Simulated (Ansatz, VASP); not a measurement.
One calculation of VSbS, two programs

File INCAR:

```
PREC = Accurate
ENCUT = 600
EDIFF = 1E-6
ISMEAR = 0
SIGMA = 0.1
LREAL = F
LASPH = T
NELM = 150
ALGO = Normal
ISIF = 3
LWAVE = F
LCHARG = F
ISPIN = 2
MAGMOM = 0.43 0 0
LORBIT = 11
LMAXMIX = 4
GGA = PE
IBRION = 2
NSW = 90
EDIFFG = -0.04
```

Contents of KPOINTS:

```
regular mesh
0
Gamma
  6 6 6
```

POSCAR

```
VSbS
1.0
    4.1950106338      0.0000000000      0.0000000000
   -2.0975053169      3.6329857780      0.0000000000
    0.0000000000      0.0000000000      3.5126210405
V Sb S
1 1 1
Direct
    0.6666666667      0.3333333333      0.5000000000
    0.3333333333      0.6666666667      0.0000000000
    0.0000000000      0.0000000000      0.5000000000
```

Input for Ansatz:

```yaml
crystal:
  lattice:
    - [4.1950106338, 0.0, 0.0]
    - [-2.0975053169, 3.632985778, 0.0]
    - [0.0, 0.0, 3.5126210405]
  atoms:
    - { symbol: V, position: [0.6666666667, 0.3333333333, 0.5], spin: 0.43 }
    - { symbol: Sb, position: [0.3333333333, 0.6666666667, 0.0] }
    - { symbol: S, position: [0.0, 0.0, 0.5] }
basis:
  ecutwfc: 420
kpoints:
  mp_grid: { grid: [6, 6, 6] }
hamiltonian:
  xc: pbe
scf:
  occupations: { method: gaussian, width: 0.1 }
  lower_state_search: "off"
output:
  forces: true
  stress: true
  eigenvalues: true
  populations: true
magnetization:
  spin_polarized: true
relax:
  adjacent_minimum: "off"
  f_tol: 0.04
  max_steps: 70
  cell: { stress_tol: 0.4 }
```

Change from the starting cell: species swapped into the ErCuGe type (P-6m2, No. 187).

Alike in both runs: task relaxation of cell and atoms; functional PBE; k mesh 6 × 6 × 6; occupations gaussian, width 0.1 eV; collinear spin.

```csv
,VASP,Ansatz
version,VASP 6.6.1,Ansatz 0.2.0
potentials or method,"VASP PAW PBE potentials, release 64 (V_sv, Sb, S), cutoff 600 eV","scalar-relativistic, plane waves, PAW"
valence electrons in the cell,24,34
```

```tsv
	VASP	Ansatz	Ansatz less VASP
gap on the k mesh at the Fermi level, each at its own relaxed structure (eV)	none	none	-
net moment per atom (μB)	0.00	0.09	+0.090
size of the moment on the site where the two differ most (μB)	0.00	0.29	+0.290
relaxed volume (Å³/atom)	17.84	17.84	0.000
relaxed cell length with the largest relative difference (Å)	4.195	4.195	0.0000
```

Site moments also hang on the region over which each program counts them. A gap of «none» marks a metal or a gap that the smearing closes. VASP's potentials hold 24 valence electrons a cell and Ansatz's 34, so a difference there can come from the potentials and not from the codes.

Neither program's run includes spin-orbit coupling. Noted on VASP's run: the relaxation stopped at its first step, so nothing moved.
